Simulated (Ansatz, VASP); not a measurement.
## BeTe: VASP beside Ansatz

The input INCAR:

```
PREC = Accurate
ENCUT = 600
EDIFF = 1E-6
ISMEAR = 0
SIGMA = 0.05
LREAL = False
LASPH = True
NELM = 120
ALGO = Normal
ISIF = 2
LWAVE = False
LCHARG = False
GGA = PE
IVDW = 12
NBANDS = 11
GGA_COMPAT = False
```

KPOINTS

```
Automatic mesh
0
Gamma
  8 8 8
```

File POSCAR:

```
BeTe
1.0
    0.0000000000      2.7906172850      2.7906172850
    2.7906172850      0.0000000000      2.7906172850
    2.7906172850      2.7906172850      0.0000000000
Be Te
1 1
Direct
    0.0000000000      0.0000000000      0.0000000000
    0.7500000000      0.7500000000      0.7500000000
```

Input for Ansatz:

```yaml
crystal:
  lattice:
    - [0.0, 2.790617285, 2.790617285]
    - [2.790617285, 0.0, 2.790617285]
    - [2.790617285, 2.790617285, 0.0]
  atoms:
    - { symbol: Be, position: [0.0, 0.0, 0.0] }
    - { symbol: Te, position: [0.75, 0.75, 0.75] }
basis:
  ecutwfc: 420
  ecutrho_ratio: 4
kpoints:
  mp_grid: { grid: [8, 8, 8] }
hamiltonian:
  xc: pbe
  dispersion: d3bj
scf:
  occupations: { method: gaussian, width: 0.05 }
output:
  forces: true
  stress: true
  eigenvalues: true
```

Alike in both runs: task single point; functional PBE; dispersion D3(BJ); k mesh 8 × 8 × 8; occupations gaussian, width 0.05 eV; no spin polarisation.

```csv
,VASP,Ansatz
version,VASP 6.6.1,Ansatz 0.2.0
potentials or method,"VASP PAW PBE potentials, release 64 (Be, Te), cutoff 600 eV","scalar-relativistic, plane waves, PAW"
valence electrons in the cell,8,18
```

```csv
,VASP,Ansatz,Ansatz less VASP
gap on the k mesh at the Fermi level (eV),1.91,1.92,+0.016
least direct gap on the mesh (eV),3.59,3.61,+0.021
pressure (GPa),0.2,0.0,-0.16
```

VASP's potentials hold 8 valence electrons a cell and Ansatz's 18, so a difference there can come from the potentials and not from the codes.

Neither program's run includes spin-orbit coupling.
